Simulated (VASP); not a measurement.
# Ga3HN3 in VASP: notebook

Runs on Ga3HN3. Level: PBE. Tasks: single point.

All numbers are computed with VASP 6.6.1; they aren't measurements. Logs are shortened: lines on timing, memory, paths and dates and some standing lists are left out, and cuts for length are marked.

## 1. The cell of the first run

The cell holds a slab with vacuum, 7 atoms: a = 3.217 Å, b = 3.217 Å, c = 21.220 Å, α = 90.00°, β = 90.00°, γ = 90.00°.

## 2. Single point, PBE, collinear spin

File INCAR:

```
PREC = Accurate
ENCUT = 520
EDIFF = 1E-6
ISMEAR = 0
SIGMA = 0.05
LREAL = False
LASPH = True
NELM = 200
ALGO = Normal
ISIF = 2
LWAVE = False
LCHARG = False
ISPIN = 2
MAGMOM = 0 0 0 0 0 0 1
LORBIT = 11
LDIPOL = True
IDIPOL = 3
DIPOL = 0.5 0.5 0.348
GGA = PE
NBANDS = 40
GGA_COMPAT = False
NELMDL = -8
```

File KPOINTS:

```
regular mesh
0
Gamma
  8 8 1
```

File POSCAR:

```
Ga3HN3
1.0
    3.2165072845      0.0000000000      0.0000000000
    0.0000000000      3.2165072845      0.0000000000
    0.0000000000      0.0000000000     21.2198073008
N Ga H
3 3 1
Direct
    0.0000000000      0.5000000000      0.1885031256
    0.5000000000      0.0000000000      0.2956866679
    0.0000000000      0.5000000000      0.4029970648
    0.5000000000      0.5000000000      0.2420948967
    0.0000000000      0.0000000000      0.3470972837
    0.5000000000      0.5000000000      0.4580535140
    1.0000000000      0.8750000000      0.5034175816
```

Potentials or basis: VASP PAW PBE potentials, release 64 (N, Ga_d, H).

Started as:

```sh
$ cat potpaw_PBE.64/N/POTCAR potpaw_PBE.64/Ga_d/POTCAR potpaw_PBE.64/H/POTCAR > POTCAR
$ mpirun -np 1 vasp_std > vasp.out
```

OUTCAR:

```text
PREC = Accurate
   ENCUT = 520
   EDIFF = 1E-6
   ISMEAR = 0
   LREAL = False
   LASPH = True
   NELM = 200
   ISIF = 2
   ISPIN = 2
   LORBIT = 11
   GGA = PE
   NELMDL = -8

 ion  position               nearest neighbor table
   1  0.000  0.500  0.189-   4 1.97   4 1.97
   2  0.500  0.000  0.296-   5 1.94   5 1.94   4 1.97   4 1.97
   3  0.000  0.500  0.403-   6 1.99   6 1.99   5 2.00   5 2.00
   4  0.500  0.500  0.242-   1 1.97   1 1.97   2 1.97   2 1.97
   5  0.000  0.000  0.347-   2 1.94   2 1.94   3 2.00   3 2.00
   6  0.500  0.500  0.458-   3 1.99   3 1.99
   7  0.000  0.875  0.503-

  LATTYP: Found a simple tetragonal cell.
 ALAT       =     3.2165072845
 C/A-ratio  =     6.5971581669

  Lattice vectors:

 A1 = (   3.2165072845,   0.0000000000,   0.0000000000)
 A2 = (   0.0000000000,   3.2165072845,   0.0000000000)
 A3 = (   0.0000000000,   0.0000000000,  21.2198073008)

Analysis of symmetry for initial positions (statically):
=====================================================================
 Subroutine PRICEL returns:
 Original cell was already a primitive cell.

 Routine SETGRP: Setting up the symmetry group for a
 simple tetragonal supercell.

 Subroutine GETGRP returns: Found  2 space group operations
 (whereof  2 operations were pure point group operations)
 out of a pool of 16 trial point group operations.

The static configuration has the point symmetry C_1h.

Analysis of symmetry for dynamics (positions and initial velocities):
=====================================================================
 Subroutine PRICEL returns:
 Original cell was already a primitive cell.

 Routine SETGRP: Setting up the symmetry group for a
 simple tetragonal supercell.

 Subroutine GETGRP returns: Found  2 space group operations
 (whereof  2 operations were pure point group operations)
 out of a pool of 16 trial point group operations.

The dynamic configuration has the point symmetry C_1h.

Analysis of structural, dynamic, and magnetic symmetry:
=====================================================================
 Subroutine PRICEL returns:
 Original cell was already a primitive cell.

 Routine SETGRP: Setting up the symmetry group for a
 simple tetragonal supercell.

 Subroutine GETGRP returns: Found  2 space group operations
 (whereof  2 operations were pure point group operations)
 out of a pool of 16 trial point group operations.

The overall configuration has the point symmetry C_1h.

 Subroutine INISYM returns: Found  2 space group operations
 (whereof  2 operations are pure point group operations),
 and found     1 'primitive' translations

----------------------------------------------------------------------------------------

                                     Primitive cell

  volume of cell :     219.5384

  direct lattice vectors                    reciprocal lattice vectors
     3.216507285  0.000000000  0.000000000     0.310896234  0.000000000  0.000000000
     0.000000000  3.216507285  0.000000000     0.000000000  0.310896234  0.000000000
     0.000000000  0.000000000 21.219807301     0.000000000  0.000000000  0.047125781

  length of vectors
     3.216507285  3.216507285 21.219807301     0.310896234  0.310896234  0.047125781

  position of ions in fractional coordinates (direct lattice)
     0.000000000  0.500000000  0.188503126
     0.500000000  0.000000000  0.295686668
     0.000000000  0.500000000  0.402997065
     0.500000000  0.500000000  0.242094897
     0.000000000  0.000000000  0.347097284
     0.500000000  0.500000000  0.458053514
     0.000000000  0.875000000  0.503417582

  ion indices of the primitive-cell ions
   primitive index   ion index
                 1           1
                 2           2
                 3           3
                 4           4
                 5           5
                 6           6
                 7           7

[... 56 lines left out ...]
   dimension x,y,z NGXF=    48 NGYF=   48 NGZF=  320
   ions per type =               3   3   1
   NGX,Y,Z   is equivalent  to a cutoff of  12.40, 12.40, 12.54 a.u.
   NGXF,Y,Z  is equivalent  to a cutoff of  24.81, 24.81, 25.07 a.u.
 SYSTEM =  unknown system
   PREC   = accura    normal or accurate (medium, high low for compatibility)
   ISTART =      0    job   : 0-new  1-cont  2-samecut
   ICHARG =      2    charge: 1-file 2-atom 10-const
   ISPIN  =      2    spin polarized calculation?
   LNONCOLLINEAR =      F non collinear calculations
   LSORBIT =      F    spin-orbit coupling
   LASPH  =      T    aspherical Exc in radial PAW
   ENCUT  =  520.0 eV  38.22 Ry    6.18 a.u.   5.98  5.98 39.45*2*pi/ulx,y,z
   NELM   =    200;   NELMIN=  2; NELMDL= -8     # of ELM steps
   EDIFF  = 0.1E-05   stopping-criterion for ELM
   LREAL  =      F    real-space projection
   EDIFFG = 0.1E-04   stopping-criterion for IOM
   NSW    =      0    number of steps for IOM
   IBRION =     -1    ionic relax: 0-MD 1-quasi-New 2-CG
   NFREE  =      0    steps in history (QN), initial steepest desc. (CG)
   ISIF   =      2    stress and relaxation
   ISYM   =      2    0-nonsym 1-usesym 2-fastsym
   POTIM  = 0.5000    time-step for ionic-motion
   TEBEG  =    0.0;   TEEND  =   0.0 temperature during run
   PSTRESS=    0.0 pullay stress
   NELECT =      55.0000    total number of electrons
   NUPDOWN=      -1.0000    fix difference up-down
   EMIN   =  10.00;   EMAX   =-10.00  energy-range for DOS
   EFERMI =   0.00;   METHOD = LEGACY
   ISMEAR =     0;   SIGMA  =   0.05  broadening in eV -4-tet -1-fermi 0-gaus
   EFERMI_NEDOS =   21; number of points for ismear=-14 and -15
   IALGO  =     38    algorithm
   IMIX   =      4    mixing-type and parameters
     AMIX     =   0.40;   BMIX     =  1.00
     AMIX_MAG =   1.60;   BMIX_MAG =  1.00
  volume/ion in A,a.u.               =      31.36       211.65
  Fermi-wavevector in a.u.,A,eV,Ry     =   1.032030  1.950253 14.491367  1.065085
  Thomas-Fermi vector in A             =   2.166207
   LORBIT       =     11    0 simple, 1 ext, 2 COOP (PROOUT), +10 PAW based schemes
   GGA     = PE    functional components
   LHFCALC =     F    Hartree Fock is set to
   AEXX    =    0.0000 exact exchange contribution
   IVDW    =     0    specifies the selected vdW correction
   LEPSILON=     F    determine dielectric tensor
   LRPA    =     F    only Hartree local field effects (RPA)
 spin polarized calculation
 Gauss-broadening in eV      SIGMA  =   0.05
  energy-cutoff  :      520.00
  volume of cell :      219.54
 maximum number of plane-waves:      5966
   NGX = 11   NGY = 11   NGZ = 79

 dipolmoment           0.000000      0.000000      0.079758 electrons x Angstroem

 number of electron      55.0000025 magnetization       0.1246126

 dipolmoment           0.000000      0.000000     -0.157295 electrons x Angstroem

 Free energy of the ion-electron system (eV)
  ---------------------------------------------------
  ext. energy  EPLUGINS =         0.00000000
  ---------------------------------------------------
  free energy    TOTEN  =       -33.63584976 eV

  energy without entropy =      -33.63245045  energy(sigma->0) =      -33.63415010

 E-fermi :  -2.3520     XC(G=0):  -4.7542

 val. band max:       -2.3582948511   @ k =   0.0000   0.2500   0.0000
 cond. band min:      -2.3300998379   @ k =   0.3750   0.1250   0.0000
 fundamental gap:      0.0281950132
 Fermi energy:        -2.3519897759

 spin component 1

 k-point     1 :       0.0000    0.0000    0.0000
  band No.  band energies     occupation
      1     -18.7509      1.00000
      2     -18.2207      1.00000
      3     -17.3736      1.00000
      4     -17.3520      1.00000
      5     -17.3436      1.00000
      6     -17.2406      1.00000
[... 997 lines left out ...]
     38       7.0235      0.00000
     39       7.6786      0.00000

 [... further k-points ...]

 spin component 2

 k-point     1 :       0.0000    0.0000    0.0000
  band No.  band energies     occupation
      1     -18.7423      1.00000
      2     -18.2093      1.00000
      3     -17.3718      1.00000
      4     -17.3501      1.00000
      5     -17.3418      1.00000
      6     -17.2394      1.00000
[... 997 lines left out ...]
     38       7.0301      0.00000
     39       7.6935      0.00000

 [... further k-points ...]

 [bands above 39 left out]

------------------------ aborting loop because EDIFF is reached ----------------------------------------

 vacuum level on the upper side and lower side of the slab       (xc-potential included)        -1.341         1.342

  FORCE on cell =-STRESS in cart. coord.  units (eV):
  Direction    XX          YY          ZZ          XY          YZ          ZX
  --------------------------------------------------------------------------------------
  -------------------------------------------------------------------------------------
  Total       -3.4416116     -2.0818688     -0.6246283      0.0000000      0.5096470      0.0000000
  in kB      -25.1166619    -15.1933457     -4.5584975      0.0000000      3.7193715      0.0000000
  external PRESSURE =     -14.9561683 kB  Pullay stress =       0.0000000 kB

 VOLUME and BASIS-vectors are now :
 -----------------------------------------------------------------------------
  energy-cutoff  :      520.00
  volume of cell :      219.54
      direct lattice vectors                 reciprocal lattice vectors
     3.216507285  0.000000000  0.000000000     0.310896234  0.000000000  0.000000000
     0.000000000  3.216507285  0.000000000     0.000000000  0.310896234  0.000000000
     0.000000000  0.000000000 21.219807301     0.000000000  0.000000000  0.047125781

 POSITION                                       TOTAL-FORCE (eV/Angst)
 -----------------------------------------------------------------------------------
      0.00000      1.60825      4.00000         0.000000      0.078363      1.527842
      1.60825      0.00000      6.27441         0.000000     -0.109059      0.611758
      0.00000      1.60825      8.55152         0.000000     -0.692133     -0.338485
      1.60825      1.60825      5.13721         0.000000     -0.038002     -2.196126
      0.00000      0.00000      7.36534         0.000000      0.120099      0.083317
      1.60825      1.60825      9.71981         0.000000      0.762825      0.312363
      0.00000      2.81444     10.68242         0.000000     -0.122092     -0.000669
 -----------------------------------------------------------------------------------
    total drift:                                0.000000     -0.000043      0.000419

  FREE ENERGIE OF THE ION-ELECTRON SYSTEM (eV)
  ---------------------------------------------------
  free  energy   TOTEN  =       -33.6358497557 eV

  energy  without entropy=      -33.6324504533  energy(sigma->0) =      -33.63415010

 vacuum level on the upper side and lower side of the slab         2.739         5.491

 total charge

# of ion       s       p       d       tot
------------------------------------------
    1        1.309   2.161   0.000   3.471
    2        1.236   2.487   0.000   3.723
    3        1.246   2.443   0.000   3.689
    4        0.796   0.862  10.145  11.803
    5        0.791   0.862  10.159  11.812
    6        0.845   0.612  10.040  11.497
    7        0.431   0.004   0.000   0.435
--------------------------------------------------
tot          6.655   9.431  30.344  46.430

 magnetization (x)

# of ion       s       p       d       tot
------------------------------------------
    1        0.003   0.052   0.000   0.055
    2        0.001   0.011   0.000   0.012
    3        0.000   0.004   0.000   0.004
    4        0.000   0.001   0.004   0.005
    5        0.001   0.000   0.000   0.001
    6        0.002   0.002   0.000   0.005
    7        0.003   0.000   0.000   0.003
--------------------------------------------------
tot          0.010   0.070   0.005   0.085
```

Wall time 22 min (1 thread of Intel Xeon Platinum 8488C (Sapphire Rapids), shared host); peak memory 0.57 GiB.

Results:

```
Free energy                                           : -33.6358 eV
Largest force                                         : 2.196 eV/Å
Net moment                                            : 0.12 μB per cell
Site moments                                          : N +0.06, +0.01, +0.00; Ga +0.01, +0.00 (each value once); H +0.00 μB
Valence electrons inside the program's atomic spheres : N 3.47, 3.72, 3.69; Ga 11.80, 11.81, 11.50; H 0.43
```

Forces in eV/Å, atoms in the order of the input:
```
N    0.000  0.078  1.528
N    0.000 -0.109  0.612
N    0.000 -0.692 -0.338
Ga   0.000 -0.038 -2.196
Ga   0.000  0.120  0.083
Ga   0.000  0.763  0.312
H    0.000 -0.122 -0.001
```

## 3. Single point, PBE, collinear spin

File INCAR:

```
  ALGO = Normal
  DIPOL = 0.5 0.5 0.340
  EDIFF = 1E-6
  ENCUT = 520
  GGA = PE
  GGA_COMPAT = False
  IDIPOL = 3
  ISIF = 2
  ISMEAR = 0
  ISPIN = 2
  LASPH = True
  LCHARG = False
  LDIPOL = True
  LORBIT = 11
  LREAL = False
  LWAVE = False
  MAGMOM = 0 0 0 0 0 0 1
  NBANDS = 40
  NELM = 200
  NELMDL = -8
  PREC = Accurate
  SIGMA = 0.05
```

File KPOINTS:

```
k-points
0
Gamma
  8 8 1
```

POSCAR: that of step 2 with these lines changed.

```diff
@@ -14,2 +14,2 @@
     0.5000000000      0.5000000000      0.4580535140
-    1.0000000000      0.8750000000      0.5034175816
+    1.0000000000      0.6250000000      0.4489263806
```

Potentials or basis: VASP PAW PBE potentials, release 64 (N, Ga_d, H).

Started as:

```sh
$ cat potpaw_PBE.64/N/POTCAR potpaw_PBE.64/Ga_d/POTCAR potpaw_PBE.64/H/POTCAR > POTCAR
$ mpirun -np 1 vasp_std > vasp.out
```

It took 22 min on 1 thread of Intel Xeon 6975P-C (Granite Rapids), shared host; peak memory 0.56 GiB.

Results (log left out):

```yaml
Free_energy: -32.7034 eV
Largest_force: 3.078 eV/Å
Net_moment: 0.02 μB per cell
Site_moments: N +0.04, -0.01, -0.00; Ga -0.01, +0.00, -0.00; H +0.00 μB
Valence_electrons_inside_the_program's_atomic_spheres: N 3.46, 3.72, 3.85; Ga 11.81, 11.79, 11.75; H 0.74
```

Forces on the atoms (eV/Å):
```
N    0.000  0.002  1.519
N    0.000  0.212  1.816
N    0.000  0.408 -2.183
Ga   0.000 -0.027 -2.707
Ga   0.000 -0.307 -1.297
Ga   0.000 -1.214  2.828
H    0.000  0.926  0.023
```

Levels at points of the mesh, in eV from the Fermi level:
Spin up:
```csv
k point,band 25,band 26,band 27,band 28,band 29,band 30,band 31,band 32
"(0.00, 0.00, 0.00)",-2.44,-0.52,-0.04,0.56,1.04,2.18,4.19,4.55
"(0.50, 0.00, 0.00)",-2.00,-1.35,-0.44,0.85,1.22,4.21,4.54,5.47
"(0.00, 0.50, 0.00)",-1.38,-1.27,-0.26,-0.02,0.08,3.42,4.14,5.25
"(0.50, 0.50, 0.00)",-2.67,-0.77,-0.64,-0.59,0.31,2.02,3.99,4.71
```
Spin down:
```
           k point  band 25  band 26  band 27  band 28  band 29  band 30
(0.00, 0.00, 0.00)    -2.45    -0.66    -0.10     1.03     1.09     2.11
(0.50, 0.00, 0.00)    -2.04    -1.36    -0.66     1.20     1.43     4.20
(0.00, 0.50, 0.00)    -1.39    -0.99    -0.17    -0.13    -0.09     3.44
(0.50, 0.50, 0.00)    -2.72    -0.85    -0.59    -0.26     0.30     1.99
```

## 4. Single point, PBE, collinear spin

File INCAR:

```
SYSTEM = Ga3HN3
PREC     = Accurate       ! precision mode
ENCUT    = 520            ! plane-wave cutoff, eV
EDIFF    = 1E-6           ! SCF threshold, eV
ISMEAR   = 0              ! smearing method
SIGMA    = 0.05           ! smearing width, eV
LREAL    = .False.        ! projectors in reciprocal space
LASPH    = .True.         ! aspherical terms in the spheres
NELM     = 200            ! most SCF steps
ALGO     = Normal         ! electronic algorithm
ISIF     = 2              ! what is computed and relaxed
LWAVE    = .False.        ! write WAVECAR
LCHARG   = .True.         ! write CHGCAR
ISPIN    = 2              ! spin polarisation
MAGMOM   = 0 0 0 0 0 0 1  ! initial moments
LORBIT   = 11             ! projections on sites
LDIPOL   = .True.       
IDIPOL   = 3            
DIPOL    = 0.5 0.5 0.350
GGA      = PE             ! functional
LELF     = .True.         ! ELF
LVHAR    = .True.       
LVACPOTAV= .True.       
NBANDS   = 40             ! bands
GGA_COMPAT= .False.      
NELMDL   = -8
```

File KPOINTS:

```
regular mesh
0
Gamma
  8 8 1
  0 0 0
```

POSCAR: that of step 3 with these lines changed.

```diff
@@ -14,2 +14,2 @@
     0.5000000000      0.5000000000      0.4580535140
-    1.0000000000      0.6250000000      0.4489263806
+    0.8750000000      0.5000000000      0.5166582856
```

Started as:

```sh
$ cat potpaw_PBE.64/N/POTCAR potpaw_PBE.64/Ga_d/POTCAR potpaw_PBE.64/H/POTCAR > POTCAR
$ mpirun -np 1 vasp_std > vasp.out
```

Wall time 7.5 min (1 thread of Intel Xeon 6975P-C (Granite Rapids), shared host); peak memory 0.56 GiB.

Results (log left out):

```yaml
Free_energy: -34.0231 eV
Largest_force: 2.163 eV/Å
Net_moment: 0.17 μB per cell
Site_moments: N -0.01, +0.00, +0.01; Ga -0.00, +0.01, +0.06; H +0.00 μB
Valence_electrons_inside_the_program's_atomic_spheres: N 3.46, 3.72, 3.69; Ga 11.81, 11.80, 11.61; H 0.48
```

Forces on the atoms (eV/Å):
```
N    0.015  0.000  1.386
N    0.041  0.000  0.918
N    0.407  0.000  0.064
Ga   0.010  0.000 -2.163
Ga   0.119  0.000 -0.389
Ga   0.595  0.000  0.173
H   -1.187  0.000  0.010
```

Levels at points of the mesh, in eV from the Fermi level:
Spin up:
```csv
k point,band 26,band 27,band 28,band 29,band 30,band 31
"(0.00, 0.00, 0.00)",-0.57,-0.03,0.79,0.89,3.08,4.17
"(0.50, 0.00, 0.00)",-1.53,-0.59,-0.13,1.05,4.27,5.06
"(0.00, 0.50, 0.00)",-0.98,-0.08,0.00,0.01,3.52,4.87
"(0.50, 0.50, 0.00)",-1.96,-0.61,-0.56,-0.40,1.12,4.33
```
Spin down:
| k point | band 24 | band 25 | band 26 | band 27 | band 28 | band 29 | band 30 | band 31 |
| --- | --- | --- | --- | --- | --- | --- | --- | --- |
| (0.00, 0.00, 0.00) | -1.91 | -1.72 | -0.54 | -0.05 | 0.78 | 1.02 | 3.10 | 4.19 |
| (0.50, 0.00, 0.00) | -2.14 | -1.79 | -1.53 | -0.54 | -0.05 | 1.03 | 4.31 | 5.07 |
| (0.00, 0.50, 0.00) | -2.13 | -1.76 | -0.91 | -0.10 | 0.01 | 0.25 | 3.58 | 4.88 |
| (0.50, 0.50, 0.00) | -3.63 | -2.58 | -1.93 | -0.61 | -0.57 | -0.01 | 1.22 | 4.34 |

## 5. Summary

| cell | gap on the mesh (eV) | moment (μB) | largest force (eV/Å) |
| --- | --- | --- | --- |
| as given, atomic positions A | none | 0.12 | 2.20 |
| as given, atomic positions B | none | 0.02 | 3.08 |
| as given, atomic positions C | none | 0.17 | 2.16 |

Alike in all rows: task single point; level PBE; potentials or basis VASP PAW PBE potentials, release 64 (N, Ga_d, H); spin collinear; k mesh 8 × 8 × 1; cutoff (eV) 520; smearing gaussian 0.05 eV.

Absolute energies hang on the potentials; compare differences alone.

The gap in the log of VASP goes by the Fermi energy; the results here count the filled bands.